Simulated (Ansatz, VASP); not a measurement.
## Ti3Zn in VASP and in Ansatz

```
Ti Zn
1.0
     3.94549    0.07090    0.07090
     0.07090    3.94549    0.07090
     0.07090    0.07090    3.94549
Ti Zn
3 1
Direct
  0.00000 0.50000 0.50000
  0.50000 0.00000 0.50000
  0.50000 0.50000 0.00000
  0.00000 0.00000 0.00000
```

Alike in both runs: task single point; functional LDA; k mesh 12 × 12 × 12; occupations gaussian, width 0.15 eV; no spin polarisation.

```csv
,VASP,Ansatz
version,VASP 6.6.1,Ansatz 0.2.0
potentials or method,"VASP PAW LDA potentials, release 64 (Ti_sv, Zn), cutoff 520 eV","scalar-relativistic, plane waves, PAW"
valence electrons in the cell,48,48
```

Ansatz gave:

| Item | Value |
| --- | --- |
| gap on the k mesh at the Fermi level (eV) | none |
| pressure (GPa) | -3.0 |
| traceless stress, the component that is largest in VASP (GPa) | -2.68 |

Task: What did VASP give for the same quantities?

Result: gap on the k mesh at the Fermi level (eV): none; pressure (GPa): -2.8; traceless stress, the component that is largest in VASP (GPa): -2.69.

LDA's correlation is that of Perdew and Zunger in VASP and of Perdew and Wang (1992) in Ansatz. A gap of «none» marks a metal or a gap that the smearing closes.
